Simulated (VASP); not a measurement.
H6C2SO2, 33 atoms in the cell. The cell holds an amorphous packing of atoms, 33 atoms: a = 7.926 Å, b = 7.926 Å, c = 7.926 Å, α = 90.00°, β = 90.00°, γ = 90.00°. 

```yaml
Program: VASP 6.6.1
Task: relaxation of the atoms
Functional: PBE
Dispersion: D3(BJ)
Potentials_or_basis: VASP PAW PBE potentials, release 64 (C, H, S, O)
Cutoff: 520 eV
k_mesh: 1 × 1 × 1
Occupations: fermi-dirac, width 0.02 eV
Spin: no spin polarisation
Dipole_correction: no
Further_INCAR_settings: LREAL = Auto; ALGO = Normal; EDIFF = 1e-06; IBRION = 2; EDIFFG = -0.3; NSW = 35
```

Potentials or basis: VASP PAW PBE potentials, release 64 (C, H, S, O).

Launch:

```bash
$ cat potpaw_PBE.64/C/POTCAR potpaw_PBE.64/H/POTCAR potpaw_PBE.64/S/POTCAR potpaw_PBE.64/O/POTCAR > POTCAR
$ mpirun -np 1 vasp_gam > vasp.out
```

Hardware: 1 thread of Intel(R) Xeon(R) Platinum 8488C (Sapphire Rapids), with other jobs on the host.

**Question.** Estimate the wall time of this run.

**Answer.** It took 16 min on 1 thread of Intel(R) Xeon(R) Platinum 8488C (Sapphire Rapids) (shared host), peak memory 0.54 GiB. Counts: scf iterations 228, k points 1, ion steps 29.
